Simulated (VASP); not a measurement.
# HgTe (I-4m2) in VASP: a series of runs

The runs below take HgTe through single point, with LDA.

All numbers are computed with VASP 6.6.1; they aren't measurements. Logs are shortened: lines on timing, memory, paths and dates and some standing lists are left out, and cuts for length are marked.

### 1 The cell of the first run

The structure is tetragonal, space group I-4m2 (No. 119). Conventional cell: a = 6.091 Å, b = 6.091 Å, c = 3.119 Å, α = 90.00°, β = 90.00°, γ = 90.00°. Within 4.1 Å of Hg (site symmetry -4m2) lie 2 Hg at 3.12 Å and 8 Te at 3.14 to 3.84 Å. Te (site symmetry -4m2) has 2 Te at 3.12 Å and 8 Hg at 3.14 to 3.84 Å within 4.1 Å.

### 2 Single point, LDA

INCAR

```
ALGO = Normal
EDIFF = 1E-6
ENCUT = 520
ISIF = 2
ISMEAR = -1
LASPH = True
LCHARG = False
LREAL = False
LWAVE = False
NBANDS = 16
NELM = 100
PREC = Accurate
SIGMA = 0.1
```

KPOINTS

```
k-points
0
Gamma
  8 8 8
```

POSCAR

```
HgTe
1.0
   -3.0456030000      3.0456030000      1.5594100000
    3.0456030000     -3.0456030000      1.5594100000
    3.0456030000      3.0456030000     -1.5594100000
Hg Te
1 1
Direct
    0.2500000000      0.7500000000      0.5000000000
    0.0000000000      0.0000000000      0.0000000000
```

Potentials or basis: VASP PAW LDA potentials, release 64 (Hg, Te).

Started as:

```
$ cat potpaw_LDA.64/Hg/POTCAR potpaw_LDA.64/Te/POTCAR > POTCAR
$ mpirun -np 1 vasp_std > vasp.out
```

OUTCAR:

```text
EDIFF = 1E-6
   ENCUT = 520
   ISIF = 2
   ISMEAR = -1
   LASPH = True
   LREAL = False
   NELM = 100
   PREC = Accurate

 ion  position               nearest neighbor table
   1  0.250  0.750  0.500-   2 3.14   2 3.14   2 3.14   2 3.14
   2  0.000  0.000  0.000-   1 3.14   1 3.14   1 3.14   1 3.14

  LATTYP: Found a body centered tetragonal cell.
 ALAT       =     6.0912060000
 C/A-ratio  =     0.5120201156

  Lattice vectors:

 A1 = (  -3.0456030000,   3.0456030000,   1.5594100000)
 A2 = (   3.0456030000,  -3.0456030000,   1.5594100000)
 A3 = (   3.0456030000,   3.0456030000,  -1.5594100000)

Analysis of symmetry for initial positions (statically):
=====================================================================
 Subroutine PRICEL returns:
 Original cell was already a primitive cell.

 Routine SETGRP: Setting up the symmetry group for a
 body centered tetragonal supercell.

 Subroutine GETGRP returns: Found  8 space group operations
 (whereof  8 operations were pure point group operations)
 out of a pool of 16 trial point group operations.

The static configuration has the point symmetry D_2d.

Analysis of symmetry for dynamics (positions and initial velocities):
=====================================================================
 Subroutine PRICEL returns:
 Original cell was already a primitive cell.

 Routine SETGRP: Setting up the symmetry group for a
 body centered tetragonal supercell.

 Subroutine GETGRP returns: Found  8 space group operations
 (whereof  8 operations were pure point group operations)
 out of a pool of 16 trial point group operations.

The dynamic configuration has the point symmetry D_2d.

 Subroutine INISYM returns: Found  8 space group operations
 (whereof  8 operations are pure point group operations),
 and found     1 'primitive' translations

----------------------------------------------------------------------------------------

                                     Primitive cell

  volume of cell :      57.8585

  direct lattice vectors                    reciprocal lattice vectors
    -3.045603000  3.045603000  1.559410000     0.000000000  0.164171102  0.320634086
     3.045603000 -3.045603000  1.559410000     0.164171102  0.000000000  0.320634086
     3.045603000  3.045603000 -1.559410000     0.164171102  0.164171102  0.000000000

  length of vectors
     4.580737366  4.580737366  4.580737366     0.360219888  0.360219888  0.232172999

  position of ions in fractional coordinates (direct lattice)
     0.250000000  0.750000000  0.500000000
     0.000000000  0.000000000  0.000000000

  ion indices of the primitive-cell ions
   primitive index   ion index
                 1           1
                 2           2

----------------------------------------------------------------------------------------

 KPOINTS: k-points

Automatic generation of k-mesh.
 Grid dimensions read from file:
 generate k-points for:    8    8    8

 Generating k-lattice:

  Cartesian coordinates                     Fractional coordinates (reciprocal lattice)
     0.000000000  0.020521388  0.040079261     0.125000000  0.000000000  0.000000000
     0.020521388  0.000000000  0.040079261     0.000000000  0.125000000  0.000000000
     0.020521388  0.020521388  0.000000000     0.000000000  0.000000000  0.125000000

  Length of vectors
     0.045027486  0.045027486  0.029021625

  Shift w.r.t. Gamma in fractional coordinates (k-lattice)
     0.000000000  0.000000000  0.000000000

 Subroutine IBZKPT returns following result:
 ===========================================

 Found     59 irreducible k-points:

 Following reciprocal coordinates:
            Coordinates               Weight
  0.000000  0.000000  0.000000      1.000000
  0.125000  0.000000  0.000000      8.000000
  0.250000  0.000000  0.000000      8.000000
  0.375000  0.000000  0.000000      8.000000
  0.500000  0.000000  0.000000      4.000000
  0.125000  0.125000  0.000000      8.000000
[... 16 lines left out ...]
  0.250000  0.125000  0.125000     16.000000
  0.375000  0.125000  0.125000      8.000000
 [... further k-points ...]
   k-points           NKPTS =     59   k-points in BZ     NKDIM =     59   number of bands    NBANDS=     16
   number of dos      NEDOS =    301   number of ions     NIONS =      2
   total plane-waves  NPLWV =  46656
   dimension x,y,z NGX =    36 NGY =   36 NGZ =   36
   dimension x,y,z NGXF=    72 NGYF=   72 NGZF=   72
   ions per type =               1   1
   NGX,Y,Z   is equivalent  to a cutoff of  13.07, 13.07, 13.07 a.u.
   NGXF,Y,Z  is equivalent  to a cutoff of  26.13, 26.13, 26.13 a.u.
 SYSTEM =  unknown system
   PREC   = accura    normal or accurate (medium, high low for compatibility)
   ISTART =      0    job   : 0-new  1-cont  2-samecut
   ICHARG =      2    charge: 1-file 2-atom 10-const
   ISPIN  =      1    spin polarized calculation?
   LNONCOLLINEAR =      F non collinear calculations
   LSORBIT =      F    spin-orbit coupling
   LASPH  =      T    aspherical Exc in radial PAW
   ENCUT  =  520.0 eV  38.22 Ry    6.18 a.u.   8.52  8.52  8.52*2*pi/ulx,y,z
   NELM   =    100;   NELMIN=  2; NELMDL= -5     # of ELM steps
   EDIFF  = 0.1E-05   stopping-criterion for ELM
   LREAL  =      F    real-space projection
   EDIFFG = 0.1E-04   stopping-criterion for IOM
   NSW    =      0    number of steps for IOM
   IBRION =     -1    ionic relax: 0-MD 1-quasi-New 2-CG
   NFREE  =      0    steps in history (QN), initial steepest desc. (CG)
   ISIF   =      2    stress and relaxation
   ISYM   =      2    0-nonsym 1-usesym 2-fastsym
   POTIM  = 0.5000    time-step for ionic-motion
   TEBEG  =    0.0;   TEEND  =   0.0 temperature during run
   PSTRESS=    0.0 pullay stress
   NELECT =      18.0000    total number of electrons
   NUPDOWN=      -1.0000    fix difference up-down
   EMIN   =  10.00;   EMAX   =-10.00  energy-range for DOS
   EFERMI =   0.00;   METHOD = LEGACY
   ISMEAR =    -1;   SIGMA  =   0.10  broadening in eV -4-tet -1-fermi 0-gaus
   EFERMI_NEDOS =   21; number of points for ismear=-14 and -15
   IALGO  =     38    algorithm
   IMIX   =      4    mixing-type and parameters
     AMIX     =   0.40;   BMIX     =  1.00
     AMIX_MAG =   1.60;   BMIX_MAG =  1.00
  volume/ion in A,a.u.               =      28.93       195.22
  Fermi-wavevector in a.u.,A,eV,Ry     =   1.109286  2.096246 16.742166  1.230515
  Thomas-Fermi vector in A             =   2.245823
   LORBIT       =      0    0 simple, 1 ext, 2 COOP (PROOUT), +10 PAW based schemes
   GGA     = CA    functional components
   LHFCALC =     F    Hartree Fock is set to
   AEXX    =    0.0000 exact exchange contribution
   IVDW    =     0    specifies the selected vdW correction
   LEPSILON=     F    determine dielectric tensor
   LRPA    =     F    only Hartree local field effects (RPA)
 non-spin polarized calculation
  energy-cutoff  :      520.00
  volume of cell :       57.86
 maximum number of plane-waves:      1578
 NGX is ok and might be reduce to    36
   NGX = 17   NGY = 17   NGZ = 17

 number of electron      18.0000002 magnetization

 Free energy of the ion-electron system (eV)
  ---------------------------------------------------
  ext. energy  EPLUGINS =         0.00000000
  ---------------------------------------------------
  free energy    TOTEN  =        -4.77126429 eV

  energy without entropy =       -4.75150264  energy(sigma->0) =       -4.76138347

 E-fermi :   4.2466     XC(G=0): -10.0938

 val. band max:        4.1011753620   @ k =  -0.2500  -0.3750   0.1250
 cond. band min:       4.2624994602   @ k =  -0.2500   0.5000   0.1250
 fundamental gap:      0.1613240982
 Fermi energy:         4.2466224255

 k-point     1 :       0.0000    0.0000    0.0000
  band No.  band energies     occupation
      1      -8.2527      2.00000
      2      -3.1575      2.00000
      3      -2.4498      2.00000
      4      -2.3740      2.00000
      5      -1.9317      2.00000
      6      -1.9317      2.00000
[... 8 lines left out ...]
     15      14.2896      0.00000
     16      15.3291      0.00000

 k-point     2 :       0.1250    0.0000    0.0000
  band No.  band energies     occupation
      1      -8.0070      2.00000
      2      -2.9260      2.00000
      3      -2.4182      2.00000
      4      -2.3929      2.00000
      5      -2.0581      2.00000
      6      -2.0538      2.00000
[... 8 lines left out ...]
     15      14.2366      0.00000
     16      14.3056      0.00000

 k-point     3 :       0.2500    0.0000    0.0000
  band No.  band energies     occupation
      1      -7.3137      2.00000
      2      -2.4596      2.00000
      3      -2.4108      2.00000
      4      -2.3455      2.00000
      5      -2.2859      2.00000
      6      -2.2629      2.00000
[... 8 lines left out ...]
     15      12.8792      0.00000
     16      13.8127      0.00000

 k-point     4 :       0.3750    0.0000    0.0000
  band No.  band energies     occupation
      1      -6.3693      2.00000
      2      -2.6328      2.00000
      3      -2.5442      2.00000
      4      -2.3882      2.00000
      5      -2.2031      2.00000
      6      -1.9140      2.00000
[... 8 lines left out ...]
     15      12.1105      0.00000
     16      15.2758      0.00000
[... 324 lines left out ...]
 k-point    22 :       0.1250    0.1250    0.1250
  band No.  band energies     occupation
      1      -7.2167      2.00000
      2      -2.5059      2.00000
      3      -2.4268      2.00000
      4      -2.3470      2.00000
      5      -2.3068      2.00000
      6      -2.2139      2.00000
[... 8 lines left out ...]
     15      12.6632      0.00000
     16      13.4506      0.00000

 k-point    23 :       0.2500    0.1250    0.1250
  band No.  band energies     occupation
      1      -6.3069      2.00000
      2      -2.6482      2.00000
      3      -2.5172      2.00000
      4      -2.3827      2.00000
      5      -2.2110      2.00000
      6      -1.9616      2.00000
[... 8 lines left out ...]
     15      12.3767      0.00000
     16      13.8389      0.00000

 k-point    24 :       0.3750    0.1250    0.1250
  band No.  band energies     occupation
      1      -5.7830      2.00000
      2      -2.7689      2.00000
      3      -2.5447      2.00000
      4      -2.3275      2.00000
      5      -2.1834      2.00000
      6      -1.9357      2.00000
[... 8 lines left out ...]
     15      12.8302      0.00000
     16      13.7305      0.00000

 [... further k-points ...]

------------------------ aborting loop because EDIFF is reached ----------------------------------------

  FORCE on cell =-STRESS in cart. coord.  units (eV):
  Direction    XX          YY          ZZ          XY          YZ          ZX
  --------------------------------------------------------------------------------------
  -------------------------------------------------------------------------------------
  Total       -1.9105941     -1.9105941     -1.6282980      0.0000000      0.0000000      0.0000000
  in kB      -52.9068772    -52.9068772    -45.0897241      0.0000000      0.0000000      0.0000000
  external PRESSURE =     -50.3011595 kB  Pullay stress =       0.0000000 kB

 VOLUME and BASIS-vectors are now :
 -----------------------------------------------------------------------------
  energy-cutoff  :      520.00
  volume of cell :       57.86
      direct lattice vectors                 reciprocal lattice vectors
    -3.045603000  3.045603000  1.559410000     0.000000000  0.164171102  0.320634086
     3.045603000 -3.045603000  1.559410000     0.164171102  0.000000000  0.320634086
     3.045603000  3.045603000 -1.559410000     0.164171102  0.164171102  0.000000000

 POSITION                                       TOTAL-FORCE (eV/Angst)
 -----------------------------------------------------------------------------------
      3.04560      0.00000      0.77970         0.000000     -0.000000     -0.000000
      0.00000      0.00000      0.00000        -0.000000      0.000000      0.000000
 -----------------------------------------------------------------------------------
    total drift:                                0.000000     -0.000000      0.000000

  FREE ENERGIE OF THE ION-ELECTRON SYSTEM (eV)
  ---------------------------------------------------
  free  energy   TOTEN  =        -4.7712642936 eV

  energy  without entropy=       -4.7515026405  energy(sigma->0) =       -4.76138347
```

It took 86 s on 1 thread of Intel Xeon 8259CL, shared host; peak memory 0.21 GiB.

Results:

| Quantity | Value |
| --- | --- |
| Free energy | -4.7713 eV |
| Pressure | -5.0 GPa |
| Band gap on the k mesh | zero (bands 9 and 10 overlap by 2.95 eV) |

Stress tensor (GPa, compression positive):
```
-5.29  0.00  0.00
 0.00 -5.29  0.00
 0.00  0.00 -4.51
```

Caveat: the cell stands under tension; spin-orbit coupling is left out, which moves the levels of the heavy elements.

[end of part 1 of 2]
